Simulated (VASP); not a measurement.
Write the native input for VASP 6.6.1 that does the following.

```
Task                   : single point
Functional             : PBE
Potentials or basis    : VASP PAW PBE potentials, release 64 (Cd, Cl)
Cutoff                 : 520 eV
k mesh                 : 6 × 6 × 6
Occupations            : gaussian, width 0.1 eV
Spin                   : no spin polarisation
Dipole correction      : no
Further INCAR settings : ALGO = Normal; EDIFF = 1e-06; NBANDS = 24
```

The structure of CdCl3 lies in POSCAR:

```
CdCl3
1.0
    1.9016590001      1.0979233385      9.5678613802
   -1.9016590001      1.0979233385      9.5678613802
    0.0000000000     -2.1958466684      9.5678613812
Cd Cl
1 3
Direct
    0.0000000000      0.0000000000      0.0000000000
    0.2816859644      0.2816859644      0.2816859644
    0.7183140356      0.7183140356      0.7183140356
    0.5000000000      0.5000000000      0.5000000000
```

The cell was generated, and may not be a known phase.

The input as run:

INCAR

```
SYSTEM = CdCl3
ALGO     = Normal         ! electronic algorithm
EDIFF    = 1E-6           ! SCF threshold, eV
ENCUT    = 520            ! plane-wave cutoff, eV
GGA      = PE             ! functional
ISIF     = 2              ! what is computed and relaxed
ISMEAR   = 0              ! smearing method
LASPH    = .TRUE.         ! aspherical terms in the spheres
LCHARG   = .FALSE.        ! write CHGCAR
LREAL    = .FALSE.        ! projectors in reciprocal space
LWAVE    = .FALSE.        ! write WAVECAR
NBANDS   = 24             ! bands
NELM     = 100            ! most SCF steps
PREC     = Accurate       ! precision mode
SIGMA    = 0.1            ! smearing width, eV
```

KPOINTS

```
k-points
0
G
  6 6 6
  0 0 0
```

Potentials or basis: VASP PAW PBE potentials, release 64 (Cd, Cl).

Launch:

```console
$ cat potpaw_PBE.64/Cd/POTCAR potpaw_PBE.64/Cl/POTCAR > POTCAR
$ mpirun -np 1 vasp_std > vasp.out
```

It gave:

* Pressure: 0.2 GPa
* Largest force: 0.039 eV/Å
* Band gap on the k mesh: zero (an odd number of electrons rules out a gap without spin polarisation)

Caveat: an odd number of electrons without spin polarisation forces a metal; a magnetic or distorted state may lie lower.

Wall time 18 min on 1 thread of Intel(R) Xeon(R) Platinum 8259CL CPU @ 2.50GHz (Skylake/Cascade Lake) (shared host), peak memory 0.93 GiB.
